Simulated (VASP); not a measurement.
RbBr, 2 atoms in the cell. Symmetry: Fm-3m, No. 225, cubic system. The conventional cell has a = 7.155 Å, b = 7.155 Å, c = 7.155 Å, α = 90.00°, β = 90.00°, γ = 90.00°. Within 4.7 Å of Rb (site symmetry m-3m) lie 6 Br at 3.58 Å. Within 4.7 Å of Br (site symmetry m-3m) lie 6 Rb at 3.58 Å. 

```yaml
Program: VASP 6.6.1
Task: single point
Functional: PBE
Potentials_or_basis: VASP PAW PBE potentials, release 64 (Rb_sv, Br)
Cutoff: 520 eV
k_mesh: 6 × 6 × 6
Occupations: gaussian, width 0.01 eV
Spin: no spin polarisation
Dipole_correction: no
Further_INCAR_settings: ALGO = Normal; EDIFF = 1e-07; NBANDS = 15
```

Potentials or basis: VASP PAW PBE potentials, release 64 (Rb_sv, Br).

Command:

```sh
$ cat potpaw_PBE.64/Rb_sv/POTCAR potpaw_PBE.64/Br/POTCAR > POTCAR
$ mpirun -np 1 vasp_std > vasp.out
```

Hardware: 1 thread of Intel Xeon 8259CL, on a shared host.

Question: Estimate the wall time of this run.

Answer: It took 49 s on 1 thread of Intel Xeon 8259CL, with other jobs on the host, peak memory 0.24 GiB. Counts: scf iterations 14, k points 16.
